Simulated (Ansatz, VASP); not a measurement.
## SbTe2O3 in VASP and in Ansatz

The input INCAR:

```
SYSTEM = SbTe2O3
  PREC = Accurate
  ENCUT = 600
  EDIFF = 1E-7
  ISMEAR = 0
  SIGMA = 0.1
  LREAL = .False.
  LASPH = .True.
  NELM = 60
  ALGO = Normal
  ISIF = 3
  LWAVE = .False.
  LCHARG = .False.
  GGA = PE
  IBRION = 2
  NSW = 100
  EDIFFG = -0.01
```

The input KPOINTS:

```
Automatic mesh
0
Gamma
  12 12 10
  0 0 0
```

Contents of POSCAR:

```
SbTe2O3
1.0
    5.5097830705      0.0000000000      0.0000000000
   -2.7548915353      4.7716121084      0.0000000000
    0.0000000000      0.0000000000      3.6827874938
Sb Te O
1 2 3
Direct
    0.0000000000      0.0000000000      0.0000000000
    0.3333333333      0.6666666667      0.5000000000
    0.6666666667      0.3333333333      0.5000000000
    0.5000000000      0.0000000000      0.0000000000
    0.0000000000      0.5000000000      0.0000000000
    0.5000000000      0.5000000000      0.0000000000
```

Input for Ansatz:

```yaml
crystal:
  lattice:
    - [5.5097830705, 0.0, 0.0]
    - [-2.7548915353, 4.7716121084, 0.0]
    - [0.0, 0.0, 3.6827874938]
  atoms:
    - { symbol: Sb, position: [0.0, 0.0, 0.0] }
    - { symbol: Te, position: [0.3333333333, 0.6666666667, 0.5] }
    - { symbol: Te, position: [0.6666666667, 0.3333333333, 0.5] }
    - { symbol: O, position: [0.5, 0.0, 0.0] }
    - { symbol: O, position: [0.0, 0.5, 0.0] }
    - { symbol: O, position: [0.5, 0.5, 0.0] }
basis:
  ecutwfc: 420
kpoints:
  mp_grid: { grid: [12, 12, 10] }
hamiltonian:
  xc: pbe
scf:
  occupations: { method: gaussian, width: 0.1 }
output:
  forces: true
  stress: true
  eigenvalues: true
  write_density: true
  write_potential: true
  elf: true
  volumetric_format: npy
relax:
  adjacent_minimum: "off"
  f_tol: 0.01
  max_steps: 80
  cell: { stress_tol: 0.05 }
```

Alike in both runs: task relaxation of cell and atoms; functional PBE; k mesh 12 × 12 × 10; occupations gaussian, width 0.1 eV; no spin polarisation.

```csv
,VASP,Ansatz
version,VASP 6.6.1,Ansatz 0.2.0
potentials or method,"VASP PAW PBE potentials, release 64 (Sb, Te, O), cutoff 600 eV","scalar-relativistic, plane waves, PAW"
valence electrons in the cell,35,65
```

VASP gave:

- gap on the k mesh at the Fermi level, each at its own relaxed structure (eV): none
- relaxed volume (Å³/atom): 16.11
- relaxed length of the cell vector where the two differ most in proportion (Å): 5.542

Estimate Ansatz's values.

gap on the k mesh at the Fermi level, each at its own relaxed structure (eV): none; relaxed volume (Å³/atom): 16.22; relaxed length of the cell vector where the two differ most in proportion (Å): 5.554.

A gap of «none» marks a metal or a gap that the smearing closes. VASP's potentials hold 35 valence electrons a cell and Ansatz's 65, so a difference there can come from the potentials and not from the codes.

Neither program's run includes spin-orbit coupling.
